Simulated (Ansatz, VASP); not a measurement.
SnTe in VASP and in Ansatz

```
CELL_PARAMETERS angstrom
-0.78259 3.26527 3.26527
3.26527 -0.78259 3.26527
3.26527 3.26527 -0.78259
ATOMIC_POSITIONS crystal
Sn 0.00000 0.00000 0.00000
Te 0.75000 0.75000 0.75000
```

Alike in both runs: task single point; functional PBE; k mesh 10 × 10 × 10; occupations gaussian, width 0.03 eV; no spin polarisation.

```csv
,VASP,Ansatz
version,VASP 6.6.1,Ansatz 0.2.0
potentials or method,"VASP PAW PBE potentials, release 64 (Sn_d, Te), cutoff 520 eV","scalar-relativistic, plane waves, PAW"
valence electrons in the cell,20,30
```

|  | VASP | Ansatz | Ansatz less VASP |
| --- | --- | --- | --- |
| gap on the k mesh at the Fermi level (eV) | 0.64 | 0.66 | +0.019 |
| least direct gap on the mesh (eV) | 1.13 | 1.14 | +0.010 |
| pressure (GPa) | 4.4 | 4.4 | -0.03 |
| traceless stress, the component that is largest in VASP (GPa) | 5.02 | 4.99 | -0.025 |
| rms of the force components (eV/Å) | 2.195 | 2.187 | -0.0083 |

Atom by atom the forces differ by 0.008 eV/Å (rms over components). VASP's potentials hold 20 valence electrons a cell and Ansatz's 30, so a difference there can come from the potentials and not from the codes.

Spin-orbit coupling is off throughout.
